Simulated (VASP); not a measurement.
Runs of VASP 6.6.1 on SrO. The structure is that of space group Fm-3m (No. 225), or close to it. The cells are those of the table. 

```csv
task,cell,k mesh,cutoff (eV),smearing,gap on the mesh (eV),pressure (GPa)
single point,"a = 3.722, b = 3.722, c = 3.664 Å, angles 59.5, 59.5, 90.0°, 2 atoms",8 × 8 × 8,520,gaussian 0.01 eV,(a),-1.8
single point,"a = 3.686, b = 3.686, c = 3.658 Å, angles 59.7, 59.7, 90.0°, 2 atoms",8 × 8 × 8,520,gaussian 0.01 eV,(b),-0.8
relaxation of cell and atoms,"relaxed from a = 3.629 Å, angles 60.0, 60.0, 90.0°, 2 atoms",12 × 12 × 12,600,fermi-dirac 0.1 eV,3.75,0.0
single point,"a = 3.649 Å, angles 60.0, 60.0, 90.0°, 2 atoms",12 × 12 × 12,520,fermi-dirac 0.1 eV,3.75,0.5
single point,"a = 3.722, b = 3.722, c = 3.667 Å, angles 59.5, 59.5, 90.0°, 2 atoms",8 × 8 × 8,520,gaussian 0.01 eV,3.62,-2.0
```

Alike in all rows: level r2SCAN; potentials or basis VASP PAW PBE potentials, release 64 (Sr_sv, O); no spin polarisation.

Task: Fill in the values left out.

Result: (a) 3.61; (b) 3.68.

Caveats: the PAW data sets were made with another functional, which shifts forces and pressure a little.

A k mesh can miss the band edges, and the runs leave out spin-orbit coupling on Sr.
